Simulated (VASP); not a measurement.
Wanted: the native input for a VASP 6.6.1 run.

* Task: single point
* Functional: PBE
* Potentials or basis: VASP PAW PBE potentials, release 64 (Sn_d, Ge_d, Te)
* Cutoff: 520 eV
* k mesh: 3 × 3 × 4
* Occupations: gaussian, width 0.1 eV
* Spin: no spin polarisation
* Dipole correction: no
* Further INCAR settings: ALGO = Normal; EDIFF = 1e-07; NBANDS = 31

The structure of SnGeTe3 lies in POSCAR:

```
SnGeTe3
1.0
    6.4853678589      0.0000000000      0.0000000000
   -3.2426839294      5.6164933187      0.0000000000
    0.0000000000      0.0000000000      5.5259064326
Sn Ge Te
1 1 3
Direct
    0.0000000000      0.0000000000      0.0000000000
    0.0000000000      0.0000000000      0.5000000000
    0.5000000000      0.0000000000      0.0000000000
    0.0000000000      0.5000000000      0.0000000000
    0.5000000000      0.5000000000      0.0000000000
```

The cell was generated, and may not be a known phase.

One way to write it, as run:

INCAR

```
SYSTEM = SnGeTe3
ALGO = Normal ; EDIFF = 1E-7
ENCUT = 520 ; GGA = PE
ISIF = 2 ; ISMEAR = 0
LASPH = .True. ; LCHARG = .True.
LELF = .True. ; LREAL = .False.
LVHAR = .True. ; LWAVE = .False.
NBANDS = 31 ; NELM = 100
PREC = Accurate ; SIGMA = 0.1
```

KPOINTS

```
k-points
0
Gamma
  3 3 4
  0 0 0
```

Potentials or basis: VASP PAW PBE potentials, release 64 (Sn_d, Ge_d, Te).

The run is started by

```console
$ cat potpaw_PBE.64/Sn_d/POTCAR potpaw_PBE.64/Ge_d/POTCAR potpaw_PBE.64/Te/POTCAR > POTCAR
$ mpirun -np 1 vasp_std > vasp.out
```

Results of the run:

* Pressure: -0.1 GPa
* Band gap on the k mesh: zero (bands 23 and 24 overlap by 0.76 eV)

Caveat: the k points lie up to 0.37 Å⁻¹ apart, too coarse for converged energies and pressures of a metal; spin-orbit coupling is left out, which moves the levels of the heavy elements.

Run time: 58 s on 1 thread of AMD EPYC 7R43 64-Core Processor (Zen 3), with other jobs on the host, peak memory 0.29 GiB.
